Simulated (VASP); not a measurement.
# Tb (Im-3m) in VASP: a series of runs

Tb is run at these levels: PBE; tasks: single point.

All numbers are computed with VASP 6.6.1; they aren't measurements. Logs are shortened: lines on timing, memory, paths and dates and some standing lists are left out, and cuts for length are marked.

**1. The cell of the first run**

The structure is cubic, space group Im-3m (No. 229). Conventional cell: a = 3.998 Å, b = 3.998 Å, c = 3.998 Å, α = 90.00°, β = 90.00°, γ = 90.00°. Within 4.6 Å of Tb (site symmetry m-3m) lie 14 Tb at 3.46 to 4.00 Å.

**2. Single point, PBE, collinear spin, ferromagnetic start**

The input, INCAR:

```
ALGO = Normal ; EDIFF = 1E-7
ENCUT = 520 ; GGA = PE
ISIF = 2 ; ISMEAR = 0
ISPIN = 2 ; LASPH = T
LCHARG = F ; LMAXMIX = 6
LORBIT = 11 ; LREAL = F
LWAVE = F ; MAGMOM = 6
NBANDS = 20 ; NELM = 150
PREC = Accurate ; SIGMA = 0.05
```

The input, KPOINTS:

```
k-points
0
Gamma
  14 14 14
```

The input, POSCAR:

```
Tb
1.0
   -1.9987565187      1.9987565187      1.9987565187
    1.9987565187     -1.9987565187      1.9987565187
    1.9987565187      1.9987565187     -1.9987565187
Tb
1
Direct
    0.0000000000      0.0000000000      0.0000000000
```

Potentials or basis: VASP PAW PBE potentials, release 64 (Tb).

Launch:

```
cat potpaw_PBE.64/Tb/POTCAR > POTCAR
mpirun -np 1 vasp_std > vasp.out
```

OUTCAR:

```text
EDIFF = 1E-7
   ENCUT = 520
   GGA = PE
   ISIF = 2
   ISMEAR = 0
   ISPIN = 2
   LASPH = T
   LORBIT = 11
   LREAL = F
   NELM = 150
   PREC = Accurate

 ion  position               nearest neighbor table
   1  0.000  0.000  0.000-

  LATTYP: Found a body centered cubic cell.
 ALAT       =     3.9975130374

  Lattice vectors:

 A1 = (  -1.9987565187,   1.9987565187,   1.9987565187)
 A2 = (   1.9987565187,  -1.9987565187,   1.9987565187)
 A3 = (   1.9987565187,   1.9987565187,  -1.9987565187)

Analysis of symmetry for initial positions (statically):
=====================================================================
 Subroutine PRICEL returns:
 Original cell was already a primitive cell.

 Routine SETGRP: Setting up the symmetry group for a
 body centered cubic supercell.

 Subroutine GETGRP returns: Found 48 space group operations
 (whereof 48 operations were pure point group operations)
 out of a pool of 48 trial point group operations.

The static configuration has the point symmetry O_h .

Analysis of symmetry for dynamics (positions and initial velocities):
=====================================================================
 Subroutine PRICEL returns:
 Original cell was already a primitive cell.

 Routine SETGRP: Setting up the symmetry group for a
 body centered cubic supercell.

 Subroutine GETGRP returns: Found 48 space group operations
 (whereof 48 operations were pure point group operations)
 out of a pool of 48 trial point group operations.

The dynamic configuration has the point symmetry O_h .

Analysis of structural, dynamic, and magnetic symmetry:
=====================================================================
 Subroutine PRICEL returns:
 Original cell was already a primitive cell.

 Routine SETGRP: Setting up the symmetry group for a
 body centered cubic supercell.

 Subroutine GETGRP returns: Found 48 space group operations
 (whereof 48 operations were pure point group operations)
 out of a pool of 48 trial point group operations.

The overall configuration has the point symmetry O_h .

 Subroutine INISYM returns: Found 48 space group operations
 (whereof 48 operations are pure point group operations),
 and found     1 'primitive' translations

----------------------------------------------------------------------------------------

                                     Primitive cell

  volume of cell :      31.9403
[... 100 lines left out ...]
   EMIN   =  10.00;   EMAX   =-10.00  energy-range for DOS
   EFERMI =   0.00;   METHOD = LEGACY
   ISMEAR =     0;   SIGMA  =   0.05  broadening in eV -4-tet -1-fermi 0-gaus
   EFERMI_NEDOS =   21; number of points for ismear=-14 and -15
   IALGO  =     38    algorithm
   IMIX   =      4    mixing-type and parameters
     AMIX     =   0.40;   BMIX     =  1.00
     AMIX_MAG =   1.60;   BMIX_MAG =  1.00
  volume/ion in A,a.u.               =      31.94       215.54
  Fermi-wavevector in a.u.,A,eV,Ry     =   1.376827  2.601826 25.791931  1.895653
  Thomas-Fermi vector in A             =   2.502036
   LORBIT       =     11    0 simple, 1 ext, 2 COOP (PROOUT), +10 PAW based schemes
   GGA     = PE    functional components
   LHFCALC =     F    Hartree Fock is set to
   AEXX    =    0.0000 exact exchange contribution
   IVDW    =     0    specifies the selected vdW correction
   LEPSILON=     F    determine dielectric tensor
   LRPA    =     F    only Hartree local field effects (RPA)
 spin polarized calculation
 Gauss-broadening in eV      SIGMA  =   0.05
  energy-cutoff  :      520.00
  volume of cell :       31.94
 maximum number of plane-waves:       889
 NGX is ok and might be reduce to    28
   NGX = 13   NGY = 13   NGZ = 13

 number of electron      18.9999990 magnetization       5.8343185

 Free energy of the ion-electron system (eV)
  ---------------------------------------------------
  ext. energy  EPLUGINS =         0.00000000
  ---------------------------------------------------
  free energy    TOTEN  =        -9.43399984 eV

  energy without entropy =       -9.42048860  energy(sigma->0) =       -9.42724422

 E-fermi :   3.0070     XC(G=0): -10.1097

 val. band max:        3.0047027193   @ k =  -0.2857   0.2857   0.1429
 cond. band min:       3.0073371128   @ k =   0.1429   0.1429   0.1429
 fundamental gap:      0.0026343934
 Fermi energy:         3.0069676605

 spin component 1

 k-point     1 :       0.0000    0.0000    0.0000
  band No.  band energies     occupation
      1     -43.1254      1.00000
      2     -19.3924      1.00000
      3     -19.3924      1.00000
      4     -19.3924      1.00000
      5      -2.0213      1.00000
      6      -1.0616      1.00000
[... 541 lines left out ...]
     19      12.6945      0.00000
     20      15.1805      0.00000

 [... further k-points ...]

 spin component 2

 k-point     1 :       0.0000    0.0000    0.0000
  band No.  band energies     occupation
      1     -40.5786      1.00000
      2     -17.5143      1.00000
      3     -17.5143      1.00000
      4     -17.5143      1.00000
      5      -1.6871      1.00000
      6       2.9022      0.99848
[... 541 lines left out ...]
     19      13.5546      0.00000
     20      15.7481      0.00000

 [... further k-points ...]

------------------------ aborting loop because EDIFF is reached ----------------------------------------

  FORCE on cell =-STRESS in cart. coord.  units (eV):
  Direction    XX          YY          ZZ          XY          YZ          ZX
  --------------------------------------------------------------------------------------
  -------------------------------------------------------------------------------------
  Total        0.0958923      0.0958923      0.0958923     -0.0000000      0.0000000     -0.0000000
  in kB        4.8101073      4.8101073      4.8101073     -0.0000000      0.0000000     -0.0000000
  external PRESSURE =       4.8101073 kB  Pullay stress =       0.0000000 kB

 VOLUME and BASIS-vectors are now :
 -----------------------------------------------------------------------------
  energy-cutoff  :      520.00
  volume of cell :       31.94
      direct lattice vectors                 reciprocal lattice vectors
    -1.998756519  1.998756519  1.998756519     0.000000000  0.250155532  0.250155532
     1.998756519 -1.998756519  1.998756519     0.250155532  0.000000000  0.250155532
     1.998756519  1.998756519 -1.998756519     0.250155532  0.250155532  0.000000000

 POSITION                                       TOTAL-FORCE (eV/Angst)
 -----------------------------------------------------------------------------------
      0.00000      0.00000      0.00000        -0.000000     -0.000000      0.000000
 -----------------------------------------------------------------------------------
    total drift:                               -0.000000     -0.000000     -0.000000

  FREE ENERGIE OF THE ION-ELECTRON SYSTEM (eV)
  ---------------------------------------------------
  free  energy   TOTEN  =        -9.4339998404 eV

  energy  without entropy=       -9.4204885999  energy(sigma->0) =       -9.42724422

 total charge

# of ion       s       p       d       f       tot
--------------------------------------------------
    1        2.086   5.601   0.492   8.147  16.326

 magnetization (x)

# of ion       s       p       d       f       tot
--------------------------------------------------
    1        0.000  -0.049   0.066   5.646   5.663
```

Run time: 5.5 min. Hardware: 1 thread of Intel Xeon Platinum 8259CL at 2.50GHz (Skylake/Cascade Lake), shared host; peak memory 0.26 GiB.

What came out:

| Quantity | Value |
| --- | --- |
| Free energy | -9.4340 eV |
| Pressure | 0.5 GPa |
| Net moment | 5.83 μB per cell |
| Site moments | Tb +5.66 μB |
| Valence electrons inside the program's atomic spheres | Tb 16.33 |

Levels at points of the mesh, in eV from the Fermi level:
Spin up:
| k point | band 8 | band 9 | band 10 | band 11 | band 12 | band 13 | band 14 | band 15 | band 16 | band 17 |
| --- | --- | --- | --- | --- | --- | --- | --- | --- | --- | --- |
| (0.00, 0.00, 0.00) | -4.07 | -3.99 | -3.84 | -3.84 | -3.84 | 1.75 | 1.75 | 1.75 | 3.93 | 3.93 |
| (0.50, 0.00, 0.00) | -4.04 | -3.78 | -3.72 | -3.72 | -2.23 | 0.08 | 1.31 | 3.86 | 4.67 | 6.79 |
| (0.50, 0.50, 0.50) | -4.15 | -3.68 | -3.68 | -3.68 | -1.71 | -1.71 | 6.09 | 6.09 | 6.09 | 6.27 |
Spin down:
```csv
k point,band 2,band 3,band 4,band 5,band 6,band 7,band 8,band 9,band 10,band 11
"(0.00, 0.00, 0.00)",-20.52,-20.52,-20.52,-4.69,-0.10,-0.10,-0.10,0.70,0.70,0.70
"(0.50, 0.00, 0.00)",-21.38,-20.79,-20.53,-1.85,-0.04,0.05,0.12,0.54,0.61,0.61
"(0.50, 0.50, 0.50)",-21.11,-21.11,-21.11,-1.36,-1.36,0.20,0.20,0.20,0.51,0.51
```

Caveat: the magnetic or orbital state may not be the lowest; spin-orbit coupling is left out, which moves the levels of the heavy elements. The state reached can hang on the start; a lower one may exist.

**3. Single point, PBE, collinear spin, ferromagnetic start**

This run uses another cell than the first one, of 32.89 Å³/atom, 1.030 times its volume.

The input, INCAR:

```
PREC = Accurate ; ENCUT = 520
EDIFF = 1E-6 ; ISMEAR = 0
SIGMA = 0.05 ; LREAL = False
LASPH = True ; NELM = 150
ALGO = Normal ; ISIF = 2
LWAVE = False ; LCHARG = True
ISPIN = 2 ; MAGMOM = 6.5
LORBIT = 11 ; LMAXMIX = 6
GGA = PE ; LELF = True
LVHAR = True ; NBANDS = 20
```

The input, KPOINTS:

```
Automatic mesh
0
Gamma
  14 14 14
```

The input, POSCAR:

```
Tb
1.0
   -2.0184072001      2.0184072001      2.0184072001
    2.0184072001     -2.0184072001      2.0184072001
    2.0184072001      2.0184072001     -2.0184072001
Tb
1
Direct
    0.0000000000      0.0000000000      0.0000000000
```

Potentials or basis: VASP PAW PBE potentials, release 64 (Tb).

Launch:

```
cat potpaw_PBE.64/Tb/POTCAR > POTCAR
mpirun -np 1 vasp_std > vasp.out
```

It took 5.4 min on 1 thread of Intel Xeon Platinum 8259CL at 2.50GHz (Skylake/Cascade Lake), shared host; peak memory 0.26 GiB.

The run converged. Its results:

* Free energy: -9.4347 eV
* Pressure: -0.4 GPa
* Net moment: 5.82 μB per cell
* Site moments: Tb +5.65 μB
* Valence electrons inside the program's atomic spheres: Tb 16.32

Levels at points of the mesh, in eV from the Fermi level:
Spin up:
```csv
k point,band 8,band 9,band 10,band 11,band 12,band 13,band 14,band 15,band 16,band 17
"(0.00, 0.00, 0.00)",-4.06,-3.99,-3.82,-3.82,-3.82,1.73,1.73,1.73,3.84,3.84
"(0.50, 0.00, 0.00)",-4.04,-3.76,-3.71,-3.71,-2.18,0.10,1.19,3.76,4.55,6.59
"(0.50, 0.50, 0.50)",-4.14,-3.67,-3.67,-3.67,-1.63,-1.63,5.92,5.92,5.92,6.06
```
Spin down:
```tsv
k point	band 3	band 4	band 5	band 6	band 7	band 8	band 9	band 10
(0.00, 0.00, 0.00)	-20.58	-20.58	-4.66	-0.10	-0.10	-0.10	0.69	0.69
(0.50, 0.00, 0.00)	-20.83	-20.59	-1.81	-0.03	0.04	0.11	0.54	0.61
(0.50, 0.50, 0.50)	-21.12	-21.12	-1.29	-1.29	0.19	0.19	0.19	0.51
```

Caveat: the magnetic or orbital state may not be the lowest; spin-orbit coupling is left out, which moves the levels of the heavy elements. The state reached can hang on the start; a lower one may exist.
